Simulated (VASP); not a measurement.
# HfB (Fm-3m) in VASP: settings compared, part 2 of 2

VASP 6.6.1. The steps go on from the part before.

## (3) Single point, HSE06

This run uses another cell than the first one, of 11.59 Å³/atom, 0.940 times its volume.

POSCAR reads:

```
HfB
1.0
    0.0000000000      2.2628439111      2.2628439111
    2.2628439111      0.0000000000      2.2628439111
    2.2628439111      2.2628439111      0.0000000000
Hf B
1 1
Direct
    0.5000000000      0.5000000000      0.5000000000
    0.0000000000      0.0000000000      0.0000000000
```

INCAR.step1 reads:

```
PREC = Accurate ; ENCUT = 520
EDIFF = 1E-5 ; ISMEAR = -1
SIGMA = 0.05 ; LREAL = F
LASPH = T ; NELM = 100
ALGO = Normal ; ISIF = 2
LWAVE = T ; LCHARG = F
GGA = PE ; NBANDS = 14
```

INCAR.step2 reads:

```
PREC = Accurate ; ENCUT = 520
EDIFF = 1E-6 ; ISMEAR = -1
SIGMA = 0.05 ; LREAL = F
LASPH = T ; NELM = 100
ALGO = Normal ; ISIF = 2
LWAVE = F ; LCHARG = F
GGA = PE ; LHFCALC = T
HFSCREEN = 0.2079 ; PRECFOCK = Normal
ISTART = 1 ; NBANDS = 14
```

KPOINTS reads:

```
Automatic mesh
0
Gamma
  6 6 6
```

Potentials or basis: VASP PAW PBE potentials, release 64 (Hf_pv, B).

Command:

```sh
> cat potpaw_PBE.64/Hf_pv/POTCAR potpaw_PBE.64/B/POTCAR > POTCAR
> cp INCAR.step1 INCAR
> mpirun -np 1 vasp_std > vasp.out
> cp INCAR.step2 INCAR
> mpirun -np 1 vasp_std > vasp.out
```

OUTCAR:

```text
PREC = Accurate
   ENCUT = 520
   EDIFF = 1E-6
   ISMEAR = -1
   LREAL = F
   LASPH = T
   NELM = 100
   ISIF = 2
   GGA = PE
   LHFCALC = T
   HFSCREEN = 0.2079
   PRECFOCK = Normal
   ISTART = 1

 ion  position               nearest neighbor table
   1  0.500  0.500  0.500-   2 2.26   2 2.26   2 2.26   2 2.26   2 2.26   2 2.26
   2  0.000  0.000  0.000-   1 2.26   1 2.26   1 2.26   1 2.26   1 2.26   1 2.26

  LATTYP: Found a face centered cubic cell.
 ALAT       =     4.5256878222

  Lattice vectors:

 A1 = (   0.0000000000,   2.2628439111,   2.2628439111)
 A2 = (   2.2628439111,   0.0000000000,   2.2628439111)
 A3 = (   2.2628439111,   2.2628439111,   0.0000000000)

Analysis of symmetry for initial positions (statically):
=====================================================================
 Subroutine PRICEL returns:
 Original cell was already a primitive cell.

 Routine SETGRP: Setting up the symmetry group for a
 face centered cubic supercell.
[... 173 lines left out ...]
  band No.  band energies     occupation
      1     -24.7881      2.00000
      2     -24.7881      2.00000
      3     -24.7881      2.00000
      4      -5.9248      2.00000
      5       8.1764      0.00000
      6       8.1765      0.00000
      7       8.1765      0.00000
      8      10.0631      0.00000
      9      10.0631      0.00000
     10      10.0631      0.00000
     11      10.3517      0.00000
     12      10.3517      0.00000
     13      18.0699      0.00000
     14      20.4932      0.00000
[... 241 lines left out ...]
      1     -25.5847      2.00000
      2     -25.2920      2.00000
      3     -25.1492      2.00000
      4      -1.8743      2.00000
      5       3.6222      2.00000
      6       3.8029      2.00000
      7       4.7573      1.99128
      8      10.1911      0.00000
      9      13.6063      0.00000
     10      14.7048      0.00000
     11      14.8688      0.00000
     12      18.1081      0.00000
     13      22.4325      0.00000
     14      23.1101      0.00000

------------------------ aborting loop because EDIFF is reached ----------------------------------------

  FORCE on cell =-STRESS in cart. coord.  units (eV):
  Direction    XX          YY          ZZ          XY          YZ          ZX
  --------------------------------------------------------------------------------------
  -------------------------------------------------------------------------------------
  Total        6.8695455      6.8695455      6.8695455     -0.0000000     -0.0000000      0.0000000
  in kB      474.9466131    474.9466131    474.9466131     -0.0000000     -0.0000000      0.0000000
  external PRESSURE =     474.9466131 kB  Pullay stress =       0.0000000 kB

 VOLUME and BASIS-vectors are now :
 -----------------------------------------------------------------------------
  energy-cutoff  :      520.00
  volume of cell :       23.17
      direct lattice vectors                 reciprocal lattice vectors
     0.000000000  2.262843911  2.262843911    -0.220960888  0.220960888  0.220960888
     2.262843911  0.000000000  2.262843911     0.220960888 -0.220960888  0.220960888
     2.262843911  2.262843911  0.000000000     0.220960888  0.220960888 -0.220960888

 POSITION                                       TOTAL-FORCE (eV/Angst)
 -----------------------------------------------------------------------------------
      2.26284      2.26284      2.26284         0.000000     -0.000000      0.000000
      0.00000      0.00000      0.00000        -0.000000      0.000000     -0.000000
 -----------------------------------------------------------------------------------
    total drift:                                0.000001      0.000001      0.000001

  FREE ENERGIE OF THE ION-ELECTRON SYSTEM (eV)
  ---------------------------------------------------
  free  energy   TOTEN  =       -18.9448699561 eV

  energy  without entropy=      -18.9336564093  energy(sigma->0) =      -18.93926318
```

OUTCAR.step1:

```text
PREC = Accurate
   ENCUT = 520
   EDIFF = 1E-5
   ISMEAR = -1
   LREAL = F
[... 482 lines left out ...]
      2.26284      2.26284      2.26284         0.000000      0.000000     -0.000000
      0.00000      0.00000      0.00000         0.000000      0.000000      0.000000
 -----------------------------------------------------------------------------------
    total drift:                               -0.000000     -0.000000      0.000000

  FREE ENERGIE OF THE ION-ELECTRON SYSTEM (eV)
  ---------------------------------------------------
  free  energy   TOTEN  =       -16.8055539535 eV

  energy  without entropy=      -16.7950685556  energy(sigma->0) =      -16.80031125
```

It took 13 min on 1 thread of Intel Xeon 6975P-C, shared host; peak memory 0.26 GiB.

Results:

| Quantity | Value |
| --- | --- |
| Free energy | -18.9449 eV |
| Pressure | 47.5 GPa |

Caveat: the k points lie up to 0.40 Å⁻¹ apart; the PAW data sets were made with another functional, which shifts forces and pressure a little; spin-orbit coupling is left out, which moves the levels of the heavy elements.

## (4) Single point, HSE06

This run uses another cell than the first one, of 11.83 Å³/atom, 0.960 times its volume.

POSCAR reads:

```
HfB
1.0
    0.0000000000      2.2787799567      2.2787799567
    2.2787799567      0.0000000000      2.2787799567
    2.2787799567      2.2787799567      0.0000000000
Hf B
1 1
Direct
    0.5000000000      0.5000000000      0.5000000000
    0.0000000000      0.0000000000      0.0000000000
```

INCAR.step1 reads:

```
SYSTEM = HfB
  ALGO = Normal
  EDIFF = 1E-5
  ENCUT = 520
  GGA = PE
  ISIF = 2
  ISMEAR = -1
  LASPH = .True.
  LCHARG = .False.
  LREAL = .False.
  LWAVE = .True.
  NBANDS = 14
  NELM = 100
  PREC = Accurate
  SIGMA = 0.05
```

INCAR.step2 reads:

```
SYSTEM = HfB
  ALGO = Normal
  EDIFF = 1E-6
  ENCUT = 520
  GGA = PE
  HFSCREEN = 0.2079
  ISIF = 2
  ISMEAR = -1
  ISTART = 1
  LASPH = .True.
  LCHARG = .False.
  LHFCALC = .True.
  LREAL = .False.
  LWAVE = .False.
  NBANDS = 14
  NELM = 100
  PREC = Accurate
  PRECFOCK = Normal
  SIGMA = 0.05
```

KPOINTS reads:

```
k-points
0
Gamma
  6 6 6
  0 0 0
```

Command:

```sh
> cat potpaw_PBE.64/Hf_pv/POTCAR potpaw_PBE.64/B/POTCAR > POTCAR
> cp INCAR.step1 INCAR
> mpirun -np 1 vasp_std > vasp.out
> cp INCAR.step2 INCAR
> mpirun -np 1 vasp_std > vasp.out
```

It took 15 min on 1 thread of Intel Xeon 6975P-C, shared host; peak memory 0.26 GiB.

The run converged. Its results:

| Quantity | Value |
| --- | --- |
| Free energy | -19.0803 eV |
| Pressure | 40.5 GPa |

Levels at points of the mesh, in eV from the Fermi level:
```csv
k point,band 5,band 6,band 7,band 8,band 9,band 10
"(0.00, 0.00, 0.00)",3.13,3.13,3.13,4.96,4.96,4.96
"(0.50, 0.00, 0.00)",-4.52,-1.43,-1.43,8.09,8.09,9.31
"(0.50, 0.50, 0.00)",-1.05,-1.00,3.11,3.11,7.55,9.63
```

Caveat: the k points lie up to 0.40 Å⁻¹ apart; the PAW data sets were made with another functional, which shifts forces and pressure a little; spin-orbit coupling is left out, which moves the levels of the heavy elements.

## (5) Single point, HSE06

This run uses another cell than the first one, of 12.08 Å³/atom, 0.980 times its volume.

POSCAR reads:

```
HfB
1.0
    0.0000000000      2.2944961772      2.2944961772
    2.2944961772      0.0000000000      2.2944961772
    2.2944961772      2.2944961772      0.0000000000
Hf B
1 1
Direct
    0.5000000000      0.5000000000      0.5000000000
    0.0000000000      0.0000000000      0.0000000000
```

INCAR.step1 reads:

```
ALGO = Normal ; EDIFF = 1E-5
ENCUT = 520 ; GGA = PE
ISIF = 2 ; ISMEAR = -1
LASPH = T ; LCHARG = F
LREAL = F ; LWAVE = T
NBANDS = 14 ; NELM = 60
PREC = Accurate ; SIGMA = 0.05
```

INCAR.step2 reads:

```
ALGO = Normal ; EDIFF = 1E-7
ENCUT = 520 ; GGA = PE
HFSCREEN = 0.2079 ; ISIF = 2
ISMEAR = -1 ; ISTART = 1
LASPH = T ; LCHARG = F
LHFCALC = T ; LREAL = F
LWAVE = F ; NBANDS = 14
NELM = 60 ; PREC = Accurate
PRECFOCK = Normal ; SIGMA = 0.05
```

KPOINTS reads:

```
k-points
0
Gamma
  6 6 6
```

Command:

```sh
> cat potpaw_PBE.64/Hf_pv/POTCAR potpaw_PBE.64/B/POTCAR > POTCAR
> cp INCAR.step1 INCAR
> mpirun -np 1 vasp_std > vasp.out
> cp INCAR.step2 INCAR
> mpirun -np 1 vasp_std > vasp.out
```

Wall time 18 min (1 thread of Intel Xeon 6975P-C, shared host); peak memory 0.26 GiB.

The run converged. Its results:

* Free energy: -19.1951 eV
* Pressure: 34.1 GPa

Levels at points of the mesh, in eV from the Fermi level:
| k point | band 5 | band 6 | band 7 | band 8 | band 9 | band 10 |
| --- | --- | --- | --- | --- | --- | --- |
| (0.00, 0.00, 0.00) | 3.11 | 3.11 | 3.11 | 4.89 | 4.89 | 4.89 |
| (0.50, 0.00, 0.00) | -4.61 | -1.39 | -1.39 | 7.94 | 7.94 | 9.11 |
| (0.50, 0.50, 0.00) | -1.08 | -0.98 | 3.02 | 3.02 | 7.40 | 9.43 |

Caveat: the k points lie up to 0.40 Å⁻¹ apart; the PAW data sets were made with another functional, which shifts forces and pressure a little; spin-orbit coupling is left out, which moves the levels of the heavy elements.

## (6) Overview

```csv
level,cell,k mesh,smearing,screening parameter,gap on the mesh (eV),pressure (GPa)
PBE0+D3(BJ),"a = 3.267 Å, angles 60.0°, 2 atoms",5 × 5 × 5,fermi-dirac 0.1 eV,-,none,22.6
HSE06,"a = 3.200 Å, angles 60.0°, 2 atoms",6 × 6 × 6,fermi-dirac 0.05 eV,0.2079 1/Å,none,47.5
HSE06,"a = 3.223 Å, angles 60.0°, 2 atoms",6 × 6 × 6,fermi-dirac 0.05 eV,0.2079 1/Å,none,40.5
HSE06,"a = 3.245 Å, angles 60.0°, 2 atoms",6 × 6 × 6,fermi-dirac 0.05 eV,0.2079 1/Å,none,34.1
```

Alike in all rows: task single point; potentials or basis VASP PAW PBE potentials, release 64 (Hf_pv, B); no spin polarisation; cutoff (eV) 520.

Caveats: all runs use coarse meshes; the PAW data sets were made with another functional, which shifts forces and pressure a little; spin-orbit coupling is left out, which moves the levels of the heavy elements; pairwise dispersion overbinds metals, which lowers pressure and volume (some runs).

Total energies depend on the potentials used, so only differences within one code and one set of settings carry meaning.
